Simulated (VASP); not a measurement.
Wanted: the native input for a VASP 6.6.1 run.

```
Task                   : single point
Functional             : PBEsol
Potentials or basis    : VASP PAW PBE potentials, release 64 (Sr_sv, Te)
Cutoff                 : 500 eV
k mesh                 : 10 × 10 × 10
Occupations            : gaussian, width 0.05 eV
Spin                   : no spin polarisation
Dipole correction      : no
Further INCAR settings : ALGO = Normal; EDIFF = 1e-06; NBANDS = 15
```

The structure of SrTe lies in POSCAR:

```
SrTe
1.0
    0.0000000000      3.2349999084      3.2349999084
    3.2349999084      0.0000000000      3.2349999084
    3.2349999084      3.2349999084      0.0000000000
Sr Te
1 1
Direct
    0.5000000000      0.5000000000      0.5000000000
    0.0000000000      0.0000000000      0.0000000000
```

One way to write it, as run:

INCAR

```
SYSTEM = SrTe
PREC     = Accurate       ! precision mode
ENCUT    = 500            ! plane-wave cutoff, eV
EDIFF    = 1E-6           ! SCF threshold, eV
ISMEAR   = 0              ! smearing method
SIGMA    = 0.05           ! smearing width, eV
LREAL    = .FALSE.        ! projectors in reciprocal space
LASPH    = .TRUE.         ! aspherical terms in the spheres
NELM     = 120            ! most SCF steps
ALGO     = Normal         ! electronic algorithm
ISIF     = 2              ! what is computed and relaxed
LWAVE    = .FALSE.        ! write WAVECAR
LCHARG   = .FALSE.        ! write CHGCAR
GGA      = PS             ! functional
NBANDS   = 15             ! bands
GGA_COMPAT= .FALSE.
```

KPOINTS

```
Automatic mesh
0
G
  10 10 10
  0 0 0
```

Potentials or basis: VASP PAW PBE potentials, release 64 (Sr_sv, Te).

Launch:

```bash
$ cat potpaw_PBE.64/Sr_sv/POTCAR potpaw_PBE.64/Te/POTCAR > POTCAR
$ mpirun -np 1 vasp_std > vasp.out
```

It gave:

- Pressure: 2.7 GPa
- Band gap on the k mesh: 1.35 eV, indirect (least direct gap 2.17 eV)

Caveat: the PAW data sets were made with another functional, which shifts forces and pressure a little; spin-orbit coupling is left out, which moves the levels of the heavy elements.

It took 17 s on 1 thread of Intel(R) Xeon(R) 6975P-C (Granite Rapids) (shared host), peak memory 0.23 GiB.
